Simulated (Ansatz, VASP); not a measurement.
## WS2 in VASP and in Ansatz

File INCAR:

```
PREC = Accurate
ENCUT = 520
EDIFF = 1E-6
ISMEAR = 0
SIGMA = 0.02
LREAL = False
LASPH = True
NELM = 60
ALGO = Normal
ISIF = 2
LWAVE = False
LCHARG = True
GGA = PS
LELF = True
LVHAR = True
NBANDS = 35
```

KPOINTS

```
Automatic mesh
0
Gamma
  11 11 3
```

The input POSCAR:

```
WS2
1.0
    3.1832085602      0.0000000000      0.0000000000
   -1.5916042801      2.7567394786      0.0000000000
    0.0000000000      0.0000000000     23.6687632500
W S
2 4
Direct
    0.6666666667      0.3333333333      0.3669074378
    0.3333333333      0.6666666667      0.6373175400
    0.6666666667      0.3333333333      0.7031838900
    0.3333333333      0.6666666667      0.4285581700
    0.6666666667      0.3333333333      0.5714418300
    0.3333333333      0.6666666667      0.2968161100
```

Input for Ansatz:

```yaml
crystal:
  lattice:
    - [3.1832085602, 0.0, 0.0]
    - [-1.5916042801, 2.7567394786, 0.0]
    - [0.0, 0.0, 23.66876325]
  atoms:
    - { symbol: W, position: [0.6666666667, 0.3333333333, 0.3669074378] }
    - { symbol: W, position: [0.3333333333, 0.6666666667, 0.63731754] }
    - { symbol: S, position: [0.6666666667, 0.3333333333, 0.70318389] }
    - { symbol: S, position: [0.3333333333, 0.6666666667, 0.42855817] }
    - { symbol: S, position: [0.6666666667, 0.3333333333, 0.57144183] }
    - { symbol: S, position: [0.3333333333, 0.6666666667, 0.29681611] }
hamiltonian:
  xc: pbesol
  pseudopotentials: { kind: paw }
kpoints:
  mp_grid: { grid: [11, 11, 3] }
scf:
  occupations: { method: gaussian, width: 0.02 }
  convergence: { dr2_threshold: 1.0e-09 }
basis:
  ecutwfc: 600
output:
  forces: true
  stress: true
```

Alike in both runs: task single point; functional PBEsol; k mesh 11 × 11 × 3; occupations gaussian, width 0.02 eV; no spin polarisation.

|  | VASP | Ansatz |
| --- | --- | --- |
| version | VASP 6.6.1 | Ansatz 0.2.0 |
| potentials or method | VASP PAW PBE potentials, release 64 (W_sv, S), cutoff 520 eV | scalar-relativistic, plane waves, PAW |
| valence electrons in the cell | 52 | 52 |

|  | VASP | Ansatz | Ansatz less VASP |
| --- | --- | --- | --- |
| rms of the force components (eV/Å) | 0.928 | 0.925 | -0.0026 |

VASP's potentials were made for PBE, not for PBEsol. Atom by atom the forces differ by 0.011 eV/Å (rms over components). Ansatz's warnings: stress scf threshold loose.

Neither program's run includes spin-orbit coupling.
